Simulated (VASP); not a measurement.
# F (C2/c) in VASP: further runs

F is run at these levels: RPBE; tasks: single point.

Everything below comes from runs of VASP 6.6.1. Logs are shortened: lines on timing, memory, paths and dates and some standing lists are left out, and cuts for length are marked.

### Step 1. The cell of the first run

It takes space group C2/c (No. 15, monoclinic). The conventional cell has a = 6.181 Å, b = 3.637 Å, c = 7.718 Å, α = 90.00°, β = 103.32°, γ = 90.00°. F (site symmetry 1) has 1 F at 1.39 Å within 1.9 Å.

### Step 2. Single point, RPBE (volume scaled by 0.92)

The input, INCAR:

```
PREC = Accurate ; ENCUT = 520
EDIFF = 1E-6 ; ISMEAR = -1
SIGMA = 0.05 ; LREAL = False
LASPH = True ; NELM = 60
ALGO = Normal ; ISIF = 2
LWAVE = False ; LCHARG = False
GGA = RP ; NBANDS = 22
```

The input, KPOINTS:

```
regular mesh
0
Gamma
  9 9 4
```

The input, POSCAR:

```
F
1.0
    3.0906889801     -1.8184250995     -0.0107521040
    3.0906889801      1.8184250995     -0.0107521040
   -1.7526757662      0.0000000000      7.5166544156
F
4
Direct
    0.0593687897      0.4923776308      0.0908216868
    0.5076223692      0.9406312103      0.4091783132
    0.9406312103      0.5076223692      0.9091783132
    0.4923776308      0.0593687897      0.5908216868
```

Potentials or basis: VASP PAW PBE potentials, release 64 (F).

Command:

```sh
cat potpaw_PBE.64/F/POTCAR > POTCAR
mpirun -np 1 vasp_std > vasp.out
```

OUTCAR:

```text
PREC = Accurate
   ENCUT = 520
   EDIFF = 1E-6
   ISMEAR = -1
   LREAL = False
   LASPH = True
   NELM = 60
   ISIF = 2
   GGA = RP

 ion  position               nearest neighbor table
   1  0.059  0.492  0.091-   3 1.39
   2  0.508  0.941  0.409-   4 1.39
   3  0.941  0.508  0.909-   1 1.39
   4  0.492  0.059  0.591-   2 1.39

  LATTYP: Found a base centered monoclinic cell.
 ALAT       =     6.1814153653
 B/A-ratio  =     0.5883523407
 C/A-ratio  =     1.2486279119
 COS(beta)  =    -0.2304674972

  Lattice vectors:

 A1 = (   3.0906889801,  -1.8184250995,  -0.0107521040)
 A2 = (   3.0906889801,   1.8184250995,  -0.0107521040)
 A3 = (  -1.7526757662,   0.0000000000,   7.5166544156)

Analysis of symmetry for initial positions (statically):
=====================================================================
 Subroutine PRICEL returns:
 Original cell was already a primitive cell.

 Routine SETGRP: Setting up the symmetry group for a
 base centered monoclinic supercell.

 Subroutine GETGRP returns: Found  4 space group operations
 (whereof  2 operations were pure point group operations)
 out of a pool of  4 trial point group operations.

The static configuration has the point symmetry S_2 .
 The point group associated with its full space group is C_2h.

Analysis of symmetry for dynamics (positions and initial velocities):
=====================================================================
 Subroutine PRICEL returns:
 Original cell was already a primitive cell.

 Routine SETGRP: Setting up the symmetry group for a
 base centered monoclinic supercell.

 Subroutine GETGRP returns: Found  4 space group operations
 (whereof  2 operations were pure point group operations)
 out of a pool of  4 trial point group operations.

The dynamic configuration has the point symmetry S_2 .
 The point group associated with its full space group is C_2h.

 Subroutine INISYM returns: Found  4 space group operations
 (whereof  2 operations are pure point group operations),
 and found     1 'primitive' translations

----------------------------------------------------------------------------------------

                                     Primitive cell

  volume of cell :      84.4215

  direct lattice vectors                    reciprocal lattice vectors
     3.090688980 -1.818425099 -0.010752104     0.161907562 -0.274963209  0.037752362
     3.090688980  1.818425099 -0.010752104     0.161907562  0.274963209  0.037752362
    -1.752675766  0.000000000  7.516654416     0.000463197  0.000000000  0.133145916

  length of vectors
     3.585964838  3.585964838  7.718287760     0.321316146  0.321316146  0.133146721

  position of ions in fractional coordinates (direct lattice)
     0.059368790  0.492377631  0.090821687
     0.507622369  0.940631210  0.409178313
     0.940631210  0.507622369  0.909178313
     0.492377631  0.059368790  0.590821687

  ion indices of the primitive-cell ions
   primitive index   ion index
                 1           1
                 2           2
                 3           3
                 4           4

----------------------------------------------------------------------------------------

 KPOINTS: regular mesh

Automatic generation of k-mesh.
 Grid dimensions read from file:
 generate k-points for:    9    9    4

 Generating k-lattice:

  Cartesian coordinates                     Fractional coordinates (reciprocal lattice)
     0.017989729 -0.030551468  0.004194707     0.111111111  0.000000000  0.000000000
     0.017989729  0.030551468  0.004194707     0.000000000  0.111111111  0.000000000
     0.000115799  0.000000000  0.033286479     0.000000000  0.000000000  0.250000000

  Length of vectors
     0.035701794  0.035701794  0.033286680

  Shift w.r.t. Gamma in fractional coordinates (k-lattice)
     0.000000000  0.000000000  0.000000000

 Subroutine IBZKPT returns following result:
 ===========================================

 Found     95 irreducible k-points:

 Following reciprocal coordinates:
            Coordinates               Weight
  0.000000  0.000000  0.000000      1.000000
  0.111111  0.000000  0.000000      4.000000
  0.222222  0.000000  0.000000      4.000000
  0.333333  0.000000  0.000000      4.000000
  0.444444  0.000000  0.000000      4.000000
  0.111111  0.111111  0.000000      2.000000
[... 16 lines left out ...]
 -0.333333  0.333333  0.000000      2.000000
  0.444444  0.444444  0.000000      2.000000
 [... further k-points ...]
   k-points           NKPTS =     95   k-points in BZ     NKDIM =     95   number of bands    NBANDS=     22
   number of dos      NEDOS =    301   number of ions     NIONS =      4
   total plane-waves  NPLWV =  47040
   dimension x,y,z NGX =    28 NGY =   28 NGZ =   60
   dimension x,y,z NGXF=    56 NGYF=   56 NGZF=  120
   ions per type =               4
   NGX,Y,Z   is equivalent  to a cutoff of  12.98, 12.98, 12.92 a.u.
   NGXF,Y,Z  is equivalent  to a cutoff of  25.96, 25.96, 25.85 a.u.
 SYSTEM =  unknown system
   PREC   = accura    normal or accurate (medium, high low for compatibility)
   ISTART =      0    job   : 0-new  1-cont  2-samecut
   ICHARG =      2    charge: 1-file 2-atom 10-const
   ISPIN  =      1    spin polarized calculation?
   LNONCOLLINEAR =      F non collinear calculations
   LSORBIT =      F    spin-orbit coupling
   LASPH  =      T    aspherical Exc in radial PAW
   ENCUT  =  520.0 eV  38.22 Ry    6.18 a.u.   6.67  6.67 14.35*2*pi/ulx,y,z
   NELM   =     60;   NELMIN=  2; NELMDL= -5     # of ELM steps
   EDIFF  = 0.1E-05   stopping-criterion for ELM
   LREAL  =      F    real-space projection
   EDIFFG = 0.1E-04   stopping-criterion for IOM
   NSW    =      0    number of steps for IOM
   IBRION =     -1    ionic relax: 0-MD 1-quasi-New 2-CG
   NFREE  =      0    steps in history (QN), initial steepest desc. (CG)
   ISIF   =      2    stress and relaxation
   ISYM   =      2    0-nonsym 1-usesym 2-fastsym
   POTIM  = 0.5000    time-step for ionic-motion
   TEBEG  =    0.0;   TEEND  =   0.0 temperature during run
   PSTRESS=    0.0 pullay stress
   NELECT =      28.0000    total number of electrons
   NUPDOWN=      -1.0000    fix difference up-down
   EMIN   =  10.00;   EMAX   =-10.00  energy-range for DOS
   EFERMI =   0.00;   METHOD = LEGACY
   ISMEAR =    -1;   SIGMA  =   0.05  broadening in eV -4-tet -1-fermi 0-gaus
   EFERMI_NEDOS =   21; number of points for ismear=-14 and -15
   IALGO  =     38    algorithm
   IMIX   =      4    mixing-type and parameters
     AMIX     =   0.40;   BMIX     =  1.00
     AMIX_MAG =   1.60;   BMIX_MAG =  1.00
  volume/ion in A,a.u.               =      21.11       142.43
  Fermi-wavevector in a.u.,A,eV,Ry     =   1.133209  2.141454 17.472083  1.284162
  Thomas-Fermi vector in A             =   2.269911
   LORBIT       =      0    0 simple, 1 ext, 2 COOP (PROOUT), +10 PAW based schemes
   GGA     = RP    functional components
   LHFCALC =     F    Hartree Fock is set to
   AEXX    =    0.0000 exact exchange contribution
   IVDW    =     0    specifies the selected vdW correction
   LEPSILON=     F    determine dielectric tensor
   LRPA    =     F    only Hartree local field effects (RPA)
 non-spin polarized calculation
  energy-cutoff  :      520.00
  volume of cell :       84.42
 maximum number of plane-waves:      2293
   NGX = 13   NGY = 13   NGZ = 29

 number of electron      28.0000018 magnetization

 Free energy of the ion-electron system (eV)
  ---------------------------------------------------
  ext. energy  EPLUGINS =         0.00000000
  ---------------------------------------------------
  free energy    TOTEN  =        -6.79172280 eV

  energy without entropy =       -6.79172280  energy(sigma->0) =       -6.79172280

 E-fermi :  -4.7750     XC(G=0):  -6.3781

 val. band max:       -6.0383086392   @ k =   0.4444   0.0000   0.5000
 cond. band min:      -2.6517701158   @ k =   0.0000   0.0000   0.0000
 fundamental gap:      3.3865385234
 Fermi energy:        -4.7749715494

 k-point     1 :       0.0000    0.0000    0.0000
  band No.  band energies     occupation
      1     -31.3958      2.00000
      2     -31.3619      2.00000
      3     -24.5914      2.00000
      4     -24.4592      2.00000
      5     -12.5765      2.00000
      6     -12.1494      2.00000
[... 14 lines left out ...]
     21      11.5952      0.00000
     22      13.4589      0.00000

 k-point     2 :       0.1111    0.0000    0.0000
  band No.  band energies     occupation
      1     -31.3918      2.00000
      2     -31.3598      2.00000
      3     -24.5847      2.00000
      4     -24.4603      2.00000
      5     -12.5612      2.00000
      6     -12.1591      2.00000
[... 14 lines left out ...]
     21      11.8310      0.00000
     22      12.0637      0.00000

 k-point     3 :       0.2222    0.0000    0.0000
  band No.  band energies     occupation
      1     -31.3814      2.00000
      2     -31.3552      2.00000
      3     -24.5667      2.00000
      4     -24.4654      2.00000
      5     -12.5178      2.00000
      6     -12.1881      2.00000
[... 14 lines left out ...]
     21      11.0091      0.00000
     22      11.6648      0.00000

 k-point     4 :       0.3333    0.0000    0.0000
  band No.  band energies     occupation
      1     -31.3682      2.00000
      2     -31.3509      2.00000
      3     -24.5415      2.00000
      4     -24.4753      2.00000
      5     -12.4530      2.00000
      6     -12.2363      2.00000
[... 14 lines left out ...]
     21       9.7702      0.00000
     22      10.9503      0.00000

 k-point     5 :       0.4444    0.0000    0.0000
  band No.  band energies     occupation
      1     -31.3571      2.00000
      2     -31.3509      2.00000
      3     -24.5151      2.00000
      4     -24.4921      2.00000
      5     -12.3769      2.00000
      6     -12.3013      2.00000
[... 14 lines left out ...]
     21       8.4483      0.00000
     22       9.4260      0.00000

 k-point     6 :       0.1111    0.1111    0.0000
  band No.  band energies     occupation
      1     -31.3917      2.00000
      2     -31.3598      2.00000
      3     -24.5843      2.00000
      4     -24.4602      2.00000
      5     -12.5597      2.00000
      6     -12.1590      2.00000
[... 14 lines left out ...]
     21      12.0886      0.00000
     22      12.4139      0.00000

 k-point     7 :       0.2222    0.1111    0.0000
  band No.  band energies     occupation
      1     -31.3843      2.00000
      2     -31.3561      2.00000
      3     -24.5717      2.00000
      4     -24.4626      2.00000
      5     -12.5297      2.00000
      6     -12.1776      2.00000
[... 324 lines left out ...]
      6     -12.2113      2.00000
[... 14 lines left out ...]
     21       9.2025      0.00000
     22      11.1692      0.00000

 k-point    21 :       0.4444    0.3333    0.0000
  band No.  band energies     occupation
      1     -31.3628      2.00000
      2     -31.3457      2.00000
      3     -24.5338      2.00000
      4     -24.4692      2.00000
      5     -12.4329      2.00000
      6     -12.2309      2.00000
[... 14 lines left out ...]
     21       8.6222      0.00000
     22      11.2780      0.00000

 k-point    22 :      -0.4444    0.3333   -0.0000
  band No.  band energies     occupation
      1     -31.3562      2.00000
      2     -31.3451      2.00000
      3     -24.5196      2.00000
      4     -24.4779      2.00000
      5     -12.3934      2.00000
      6     -12.2645      2.00000
[... 14 lines left out ...]
     21       8.7266      0.00000
     22      10.3654      0.00000

 k-point    23 :      -0.3333    0.3333    0.0000
  band No.  band energies     occupation
      1     -31.3516      2.00000
      2     -31.3475      2.00000
      3     -24.5056      2.00000
      4     -24.4916      2.00000
      5     -12.3503      2.00000
      6     -12.3097      2.00000
[... 14 lines left out ...]
     21       8.8859      0.00000
     22       9.2188      0.00000

 k-point    24 :       0.4444    0.4444    0.0000
  band No.  band energies     occupation
      1     -31.3613      2.00000
      2     -31.3442      2.00000
      3     -24.5319      2.00000
      4     -24.4677      2.00000
      5     -12.4277      2.00000
      6     -12.2295      2.00000
[... 14 lines left out ...]
     21       8.7235      0.00000
     22      10.8652      0.00000

 [... further k-points ...]

------------------------ aborting loop because EDIFF is reached ----------------------------------------

  FORCE on cell =-STRESS in cart. coord.  units (eV):
  Direction    XX          YY          ZZ          XY          YZ          ZX
  --------------------------------------------------------------------------------------
  -------------------------------------------------------------------------------------
  Total       -0.1075970      0.0548480      4.9431833      0.0000000      0.0000000      0.0010347
  in kB       -2.0420096      1.0409234     93.8133041      0.0000000      0.0000000      0.0196369
  external PRESSURE =      30.9374060 kB  Pullay stress =       0.0000000 kB

 VOLUME and BASIS-vectors are now :
 -----------------------------------------------------------------------------
  energy-cutoff  :      520.00
  volume of cell :       84.42
      direct lattice vectors                 reciprocal lattice vectors
     3.090688980 -1.818425099 -0.010752104     0.161907562 -0.274963209  0.037752362
     3.090688980  1.818425099 -0.010752104     0.161907562  0.274963209  0.037752362
    -1.752675766  0.000000000  7.516654416     0.000463197  0.000000000  0.133145916

 POSITION                                       TOTAL-FORCE (eV/Angst)
 -----------------------------------------------------------------------------------
      1.54610      0.78739      0.67674         0.002247     -0.331338      1.832123
      3.75894      0.78739      3.06008        -0.002247     -0.331338     -1.832123
      2.88261     -0.78739      6.81841        -0.002247      0.331338     -1.832123
      0.66976     -0.78739      4.43507         0.002247      0.331338      1.832123
 -----------------------------------------------------------------------------------
    total drift:                                0.000000      0.000000     -0.000000

  FREE ENERGIE OF THE ION-ELECTRON SYSTEM (eV)
  ---------------------------------------------------
  free  energy   TOTEN  =        -6.7917227997 eV

  energy  without entropy=       -6.7917227996  energy(sigma->0) =       -6.79172280
```

It took 71 s on 1 thread of Intel Xeon Platinum 8488C (Sapphire Rapids), shared host; peak memory 0.26 GiB.

Results:

- Free energy: -6.7917 eV
- Pressure: 3.1 GPa
- Largest force: 1.862 eV/Å
- Band gap on the k mesh: 3.39 eV, indirect (the least direct gap lies 4.8 meV higher)

Forces in eV/Å, atoms in the order of the input:
```
F    0.002 -0.331  1.832
F   -0.002 -0.331 -1.832
F   -0.002  0.331 -1.832
F    0.002  0.331  1.832
```

Stress tensor (GPa, compression positive):
```
-0.20  0.00  0.00
 0.00  0.10  0.00
 0.00  0.00  9.38
```

Levels at points of the mesh, in eV from the valence-band top:
```
           k point  band 11  band 12  band 13  band 14  band 15  band 16  band 17  band 18
(0.00, 0.00, 0.00)    -0.14    -0.09    -0.01     0.00     3.39     4.18     8.26    10.36
(0.00, 0.00, 0.50)    -0.07    -0.07    -0.04    -0.04     3.76     3.76     9.02     9.02
```

Caveat: the PAW data sets were made with another functional, which shifts forces and pressure a little.

(Part 1 of 2 ends here.)
